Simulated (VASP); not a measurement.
# Pt (P6/mmm) in VASP: notebook, part 2 of 2

VASP 6.6.1. Earlier steps stand in the parts before.

### Step 4. Single point, revPBE (14.94 Å³/atom)

This run uses another cell than the first one, of 14.94 Å³/atom.

The input, INCAR:

```
SYSTEM = Pt
PREC     = Accurate       ! precision mode
ENCUT    = 520            ! plane-wave cutoff, eV
EDIFF    = 1E-6           ! SCF threshold, eV
ISMEAR   = -1             ! smearing method
SIGMA    = 0.1            ! smearing width, eV
LREAL    = .FALSE.        ! projectors in reciprocal space
LASPH    = .TRUE.         ! aspherical terms in the spheres
NELM     = 100            ! most SCF steps
ALGO     = Normal         ! electronic algorithm
ISIF     = 2              ! what is computed and relaxed
LWAVE    = .FALSE.        ! write WAVECAR
LCHARG   = .FALSE.        ! write CHGCAR
GGA      = RE             ! functional
NBANDS   = 22             ! bands
```

The input, KPOINTS:

```
Automatic mesh
0
G
  9 9 13
  0 0 0
```

The input, POSCAR:

```
Pt
1.0
    4.4281288652      0.0000000000      0.0000000000
   -2.2140644326      3.8348720885      0.0000000000
    0.0000000000      0.0000000000      2.6402310968
Pt
3
Direct
    1.0000000000      1.0000000000      0.0000000000
    0.3333333333      0.6666666667      0.5000000000
    0.6666666667      0.3333333333      0.5000000000
```

Potentials or basis: VASP PAW PBE potentials, release 64 (Pt).

On the command line:

```console
> cat potpaw_PBE.64/Pt/POTCAR > POTCAR
> mpirun -np 1 vasp_std > vasp.out
```

OUTCAR:

```text
SYSTEM = Pt
   PREC = Accurate
   ENCUT = 520
   EDIFF = 1E-6
   ISMEAR = -1
   LREAL = .FALSE.
   LASPH = .TRUE.
   NELM = 100
   ISIF = 2
   GGA = RE

 ion  position               nearest neighbor table
   1  0.000  0.000  0.000-   2 2.88   3 2.88   2 2.88   3 2.88   3 2.88   3 2.88   2 2.88   2 2.88
                             3 2.88   3 2.88   2 2.88   2 2.88
   2  0.333  0.667  0.500-   3 2.56   3 2.56   3 2.56   1 2.88   1 2.88   1 2.88   1 2.88   1 2.88
                             1 2.88
   3  0.667  0.333  0.500-   2 2.56   2 2.56   2 2.56   1 2.88   1 2.88   1 2.88   1 2.88   1 2.88
                             1 2.88

  LATTYP: Found a hexagonal cell.
[... 798 lines left out ...]
  --------------------------------------------------------------------------------------
  -------------------------------------------------------------------------------------
  Total        6.1934835      6.1934835      6.4875384      0.0000000     -0.0000000      0.0000000
  in kB      221.3260289    221.3260289    231.8341708      0.0000000     -0.0000000      0.0000000
  external PRESSURE =     224.8287429 kB  Pullay stress =       0.0000000 kB

 VOLUME and BASIS-vectors are now :
 -----------------------------------------------------------------------------
  energy-cutoff  :      520.00
  volume of cell :       44.83
      direct lattice vectors                 reciprocal lattice vectors
     4.428128865  0.000000000  0.000000000     0.225829020  0.130382445  0.000000000
    -2.214064433  3.834872089  0.000000000     0.000000000  0.260764890  0.000000000
     0.000000000  0.000000000  2.640231097     0.000000000  0.000000000  0.378754724

 POSITION                                       TOTAL-FORCE (eV/Angst)
 -----------------------------------------------------------------------------------
      0.00000      0.00000      0.00000         0.000000      0.000000      0.000000
     -0.00000      2.55658      1.32012         0.000000     -0.000000     -0.000000
      2.21406      1.27829      1.32012        -0.000000      0.000000      0.000000
 -----------------------------------------------------------------------------------
    total drift:                                0.000000      0.000000     -0.000000

  FREE ENERGIE OF THE ION-ELECTRON SYSTEM (eV)
  ---------------------------------------------------
  free  energy   TOTEN  =       -16.1540682526 eV

  energy  without entropy=      -15.9919962343  energy(sigma->0) =      -16.07303224
```

Run time: 64 s. Hardware: 1 thread of Intel Xeon Platinum 8259CL at 2.50GHz (Skylake/Cascade Lake), shared host; peak memory 0.2 GiB.

Results:

| Property | Result |
| --- | --- |
| Free energy | -16.1541 eV |
| Pressure | 22.5 GPa |
| Band gap on the k mesh | zero (bands 15 and 16 overlap by 1.42 eV) |

Stress tensor (GPa, compression positive):
```
22.13  0.00  0.00
 0.00 22.13  0.00
 0.00  0.00 23.18
```

Levels at points of the mesh, in eV from the Fermi level:
```
           k point  band 11  band 12  band 13  band 14  band 15  band 16  band 17  band 18  band 19  band 20
(0.00, 0.00, 0.00)    -2.13    -2.13    -2.01    -2.01     0.37     0.37     5.29     6.28     7.60     7.60
```

Caveat: the cell stands under pressure; the PAW data sets were made with another functional, which shifts forces and pressure a little; spin-orbit coupling is left out, which moves the levels of the heavy elements.

### Step 5. Summary

| cell | k mesh | gap on the mesh (eV) | pressure (GPa) |
| --- | --- | --- | --- |
| a = 4.553, b = 4.553, c = 2.715 Å, angles 90.0, 90.0, 120.0°, 3 atoms | 8 × 8 × 12 | none | -0.5 |
| a = 4.363, b = 4.363, c = 2.601 Å, angles 90.0, 90.0, 120.0°, 3 atoms | 9 × 9 × 13 | none | 39.3 |
| a = 4.428, b = 4.428, c = 2.640 Å, angles 90.0, 90.0, 120.0°, 3 atoms | 9 × 9 × 13 | none | 22.5 |

Alike in all rows: task single point; level revPBE; potentials or basis VASP PAW PBE potentials, release 64 (Pt); no spin polarisation; cutoff (eV) 520; smearing fermi-dirac 0.1 eV.

Caveats: the PAW data sets were made with another functional, which shifts forces and pressure a little; spin-orbit coupling is left out, which moves the levels of the heavy elements; the cell stands under pressure (at least some runs).

Absolute energies hang on the potentials; compare differences alone.
